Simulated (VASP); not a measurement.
Write the native input for VASP 6.6.1 that does the following.

| Item | Value |
| --- | --- |
| Task | relaxation of cell and atoms |
| Functional | LDA |
| Potentials or basis | VASP PAW LDA potentials, release 64 (Nb_sv, Au) |
| Cutoff | 600 eV |
| k mesh | 12 × 12 × 16 |
| Occupations | fermi-dirac, width 0.15 eV |
| Spin | no spin polarisation |
| Target pressure | 3 GPa |
| Dipole correction | no |
| Further INCAR settings | ALGO = Fast; EDIFF = 1e-06; IBRION = 2; EDIFFG = -0.001; NSW = 80; ISIF = 3 |

The structure of NbAu2 lies in POSCAR:

```
NbAu2
1.0
    4.5886145974      0.0000000000      0.0000000000
   -2.2943072987      3.9738568095      0.0000000000
    0.0000000000      0.0000000000      2.7109828645
Nb Au
1 2
Direct
    0.0000000000      0.0000000000      0.0000000000
    0.3333333333      0.6666666667      0.5000000000
    0.6666666667      0.3333333333      0.5000000000
```

One way to write it, as run:

INCAR

```
  PREC = Accurate
  ENCUT = 600
  EDIFF = 1E-6
  ISMEAR = -1
  SIGMA = 0.15
  LREAL = F
  LASPH = T
  NELM = 100
  ALGO = Fast
  ISIF = 3
  LWAVE = F
  LCHARG = F
  GGA = CA
  IBRION = 2
  NSW = 80
  EDIFFG = -0.001
  PSTRESS = 30.0
```

KPOINTS

```
regular mesh
0
Gamma
  12 12 16
```

Potentials or basis: VASP PAW LDA potentials, release 64 (Nb_sv, Au).

The run is started by

```console
$ cat potpaw_LDA.64/Nb_sv/POTCAR potpaw_LDA.64/Au/POTCAR > POTCAR
$ mpirun -np 1 vasp_std > vasp.out
```

Results of the run:

| Quantity | Value |
| --- | --- |
| Relaxed volume | 16.29 Å³/atom |
| Relaxed cell | a = 4.572 Å, b = 4.572 Å, c = 2.700 Å, α = 90.00°, β = 90.00°, γ = 120.00° |
| Space group after relaxing (to 0.05 Å) | P6/mmm (No. 191) |
| Energy change on relaxing (the enthalpy is what falls) | +2.0 meV/atom |
| Ionic steps | 8 |
| Pressure after relaxing | 3.0 GPa |

Caveat: the cell is relaxed towards a set pressure, so the enthalpy falls and the energy may rise.

It took 9.8 min on 1 thread of Intel(R) Xeon(R) 6975P-C (Granite Rapids), on a shared host, peak memory 0.34 GiB.
